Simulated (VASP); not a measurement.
Set up this calculation in VASP 6.6.1, as the native input.

```
Task                   : single point
Functional             : PBE
Potentials or basis    : VASP PAW PBE potentials, release 64 (C, Ta_pv)
Cutoff                 : 600 eV
k mesh                 : 7 × 7 × 7
Occupations            : fermi-dirac, width 0.0334 eV
Spin                   : no spin polarisation
Dipole correction      : no
Further INCAR settings : ALGO = Normal; EDIFF = 1e-06; NBANDS = 14
```

The structure of TaC lies in POSCAR:

```
TaC
1.0
    0.0000000000      2.2029680000      2.2029680000
    2.2029680000      0.0000000000      2.2029680000
    2.2029680000      2.2029680000      0.0000000000
C Ta
1 1
Direct
    0.0000000000      0.0000000000      0.0000000000
    0.5000000000      0.5000000000      0.5000000000
```

These files were run (other wordings do the same):

INCAR

```
SYSTEM = TaC
PREC = Accurate
ENCUT = 600
EDIFF = 1E-6
ISMEAR = -1
SIGMA = 0.0334
LREAL = .False.
LASPH = .True.
NELM = 120
ALGO = Normal
ISIF = 2
LWAVE = .False.
LCHARG = .True.
GGA = PE
LELF = .True.
LVHAR = .True.
NBANDS = 14
GGA_COMPAT = .False.
```

KPOINTS

```
regular mesh
0
Gamma
  7 7 7
  0 0 0
```

Potentials or basis: VASP PAW PBE potentials, release 64 (C, Ta_pv).

The run is started by

```console
$ cat potpaw_PBE.64/C/POTCAR potpaw_PBE.64/Ta_pv/POTCAR > POTCAR
$ mpirun -np 1 vasp_std > vasp.out
```

It gave:

```yaml
Pressure: 17.5 GPa
```

It took 8.7 s on 1 thread of Intel(R) Xeon(R) Platinum 8375C CPU @ 2.90GHz (Ice Lake) (shared host), peak memory 0.16 GiB.
